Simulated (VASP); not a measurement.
Runs of VASP 6.6.1 on FeO. The structure is that of space group Fm-3m (No. 225), or close to it. The cells are those of the table. 

| task | potentials or basis | cell | cutoff (eV) | gap on the mesh (eV) | pressure (GPa) | moment (μB) |
| --- | --- | --- | --- | --- | --- | --- |
| single point | VASP PAW PBE potentials, release 64 (Fe_sv, O) | a = 3.084 Å, angles 61.8°, 2 atoms | 600 | none | (a) | 4.02 |
| relaxation of cell and atoms | VASP PAW PBE potentials, release 64 (Fe, O) | relaxed from a = 3.084 Å, angles 61.8°, 2 atoms | 600 | none | 0.0 | 4.00 |
| phonons | VASP PAW PBE potentials, release 64 (Fe, O) | a = 3.106 Å, angles 61.8°, 2 atoms | 520 | - | - | 4.00 |
| relaxation of shape and atoms at fixed volume | VASP PAW PBE potentials, release 64 (Fe, O) | relaxed from a = 3.063 Å, angles 61.8°, 2 atoms | 600 | none | -6.9 | 4.00 |

Alike in all rows: level PBE+U; spin collinear, ferromagnetic start; Fe d U = 5.3 eV; k mesh 12 × 12 × 12; smearing gaussian 0.02 eV.

Q: Fill in the values left out.

A: (a) -10.5.

Caveats: a cell with one magnetic atom can't hold antiferromagnetic order, which such compounds often take; the cell stands under tension (at least some runs); the cell stands under pressure or tension, which shifts response properties (at least some runs).

A gap of «none» marks levels without a gap at the run's occupations.

The runs don't all hold the same shells in valence.
